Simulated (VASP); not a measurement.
Set up this calculation in VASP 6.6.1, as the native input.

- Task: single point
- Functional: LDA
- Potentials or basis: VASP PAW LDA potentials, release 64 (Hf_pv, N)
- Cutoff: 520 eV
- k mesh: 14 × 14 × 10
- Occupations: gaussian, width 0.15 eV
- Spin: no spin polarisation
- Dipole correction: no
- Further INCAR settings: ALGO = Normal; EDIFF = 1e-06; NBANDS = 23

The structure of HfN lies in POSCAR:

```
HfN
1.0
    0.0000000000     -2.2339756809     -2.2339756809
    0.0000000000      2.2339756809     -2.2339756809
    4.4679513618      0.0000000000      0.0000000000
Hf N
2 2
Direct
    0.5145217473      0.4854782527      0.5000000000
   -0.0145217473      0.0145217473      0.0000000000
    0.5018796635      0.4981203365      0.0000000000
   -0.0018796635      0.0018796635      0.5000000000
```

This cell differs from its parent crystal: atoms displaced along several vibrational modes.

One way to write it, as run:

INCAR

```
SYSTEM = HfN
ALGO = Normal
EDIFF = 1E-6
ENCUT = 520
ISIF = 2
ISMEAR = 0
LASPH = .TRUE.
LCHARG = .TRUE.
LELF = .TRUE.
LREAL = .FALSE.
LVHAR = .TRUE.
LWAVE = .FALSE.
NBANDS = 23
NELM = 80
PREC = Accurate
SIGMA = 0.15
```

KPOINTS

```
k-points
0
G
  14 14 10
  0 0 0
```

Potentials or basis: VASP PAW LDA potentials, release 64 (Hf_pv, N).

Command:

```sh
$ cat potpaw_LDA.64/Hf_pv/POTCAR potpaw_LDA.64/N/POTCAR > POTCAR
$ mpirun -np 1 vasp_std > vasp.out
```

Results of the run:

* Pressure: -0.1 GPa
* Largest force: 1.289 eV/Å
* Band gap on the k mesh: zero (bands 15 and 16 overlap by 7.03 eV)

Caveat: the cell differs from its parent crystal (atoms displaced along several vibrational modes); spin-orbit coupling is left out, which moves the levels of the heavy elements; forces of over 1 eV/Å act on the atoms, so gaps and moduli don't describe the material at rest.

Run time: 4.8 min on 1 thread of Intel Xeon 8259CL, on a shared host, peak memory 0.39 GiB.
